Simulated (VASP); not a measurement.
Wanted: the native input for a VASP 6.6.1 run.

| Property | Result |
| --- | --- |
| Task | single point |
| Functional | PBE |
| Potentials or basis | VASP PAW PBE potentials, release 64 (Ge_d) |
| Cutoff | 520 eV |
| k mesh | 6 × 6 × 4 |
| Occupations | gaussian, width 0.1 eV |
| Spin | no spin polarisation |
| Dipole correction | no |
| Further INCAR settings | ALGO = Normal; EDIFF = 1e-06; NBANDS = 36 |

The structure of Ge lies in POSCAR:

```
Ge
1.0
    6.0529898692      0.0000000000      0.0000000000
   -3.0264949346      5.2420429956      0.0000000000
    0.0000000000      0.0000000000      2.5088437345
Ge
4
Direct
    0.5000000000      0.0000000000      0.0232562548
    0.0000000000      0.5000000000      0.0232562548
    0.5000000000      0.5000000000      0.0232562548
    0.0000000000      0.0000000000      1.0216075657
```

The input as run:

INCAR

```
ALGO = Normal
EDIFF = 1E-6
ENCUT = 520
GGA = PE
ISIF = 2
ISMEAR = 0
LASPH = True
LCHARG = True
LELF = True
LREAL = False
LVHAR = True
LWAVE = False
NBANDS = 36
NELM = 60
PREC = Accurate
SIGMA = 0.1
```

KPOINTS

```
k-points
0
Gamma
  6 6 4
```

Potentials or basis: VASP PAW PBE potentials, release 64 (Ge_d).

Launch:

```bash
$ cat potpaw_PBE.64/Ge_d/POTCAR > POTCAR
$ mpirun -np 1 vasp_std > vasp.out
```

Results of the run:

* Pressure: -0.1 GPa
* Largest force: 0.004 eV/Å
* Band gap on the k mesh: zero (band 28 reaches 8.83 eV, above the bottom of band 29 at 4.90 eV)

Caveat: the k points lie up to 0.63 Å⁻¹ apart.

Run time: 87 s on 1 thread of AMD EPYC 7R43 64-Core Processor (Zen 3), with other jobs on the host, peak memory 0.18 GiB.
